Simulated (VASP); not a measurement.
Input of a VASP 6.6.1 run:

INCAR

```
PREC     = Accurate       # precision mode
ENCUT    = 520            # plane-wave cutoff, eV
EDIFF    = 1E-7           # SCF threshold, eV
ISMEAR   = -1             # smearing method
SIGMA    = 0.05           # smearing width, eV
LREAL    = False          # projectors in reciprocal space
LASPH    = True           # aspherical terms in the spheres
NELM     = 100            # most SCF steps
ALGO     = Normal         # electronic algorithm
ISIF     = 2              # what is computed and relaxed
LWAVE    = False          # write WAVECAR
LCHARG   = False          # write CHGCAR
GGA      = PS             # functional
NBANDS   = 9              # bands
```

File KPOINTS:

```
regular mesh
0
Gamma
  9 9 9
```

POSCAR

```
Te
1.0
    2.3689618378      1.3677207547      1.4116639116
   -2.3689618378      1.3677207547      1.4116639116
    0.0000000000     -2.7354415095      1.4116639116
Te
1
Direct
    0.5000000000      0.5000000000      0.5000000000
```

Potentials or basis: VASP PAW PBE potentials, release 64 (Te).

The run is started by

```bash
$ cat potpaw_PBE.64/Te/POTCAR > POTCAR
$ mpirun -np 1 vasp_std > vasp.out
```

(1) Predict the band gap on the k mesh.

(2) Estimate the pressure.

## Answers

(1) zero (band 3 reaches 11.03 eV, above the bottom of band 4 at 5.70 eV).

(2) 5.1 GPa.

Caveat: the PAW data sets were made with another functional, which shifts forces and pressure a little; spin-orbit coupling is left out, which moves the levels of the heavy elements.
